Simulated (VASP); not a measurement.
Input of a VASP 6.6.1 run:

INCAR

```
PREC = Accurate ; ENCUT = 600
EDIFF = 1E-6 ; ISMEAR = 0
SIGMA = 0.1 ; LREAL = False
LASPH = True ; NELM = 200
ALGO = Normal ; ISIF = 2
LWAVE = False ; LCHARG = False
ISPIN = 2 ; MAGMOM = 0.39 0.39 0 0 0 0 0 0 0 0
LORBIT = 11 ; LMAXMIX = 4
GGA = PE ; NBANDS = 56
GGA_COMPAT = False
```

Contents of KPOINTS:

```
regular mesh
0
Gamma
  6 6 2
```

POSCAR

```
Ta3Ti2N5
1.0
    2.9353488849      0.0000000000      0.0000000000
   -1.4676744425      2.5420867033      0.0000000000
    0.0000000000      0.0000000000     14.1115129454
Ti Ta N
2 3 5
Direct
    0.0000000000      0.0000000000      0.4051074233
    0.0000000000      0.0000000000      0.5948925767
    0.0000000000      0.0000000000      0.0000000000
    0.0000000000      0.0000000000      0.2061120735
    0.0000000000      0.0000000000      0.7938879265
    0.6666666667      0.3333333333      0.8976773867
    0.6666666667      0.3333333333      0.1023226133
    0.6666666667      0.3333333333      0.3045960382
    0.6666666667      0.3333333333      0.5000000000
    0.6666666667      0.3333333333      0.6954039618
```

Potentials or basis: VASP PAW PBE potentials, release 64 (Ti_sv, Ta_pv, N).

Command:

```console
$ cat potpaw_PBE.64/Ti_sv/POTCAR potpaw_PBE.64/Ta_pv/POTCAR potpaw_PBE.64/N/POTCAR > POTCAR
$ mpirun -np 1 vasp_std > vasp.out
```

Problem. Estimate the largest force.

Solution. 0.286 eV/Å.

Problem. What does it give for the band gap on the k mesh?

Solution. Zero (filled and empty bands overlap).

Stress tensor (GPa, compression positive):
```
 0.64  0.00  0.00
 0.00  0.64  0.00
 0.00  0.00 -0.84
```

Caveat: the k points lie up to 0.41 Å⁻¹ apart, too coarse for converged energies and pressures of a metal; spin-orbit coupling is left out, which moves the levels of the heavy elements.
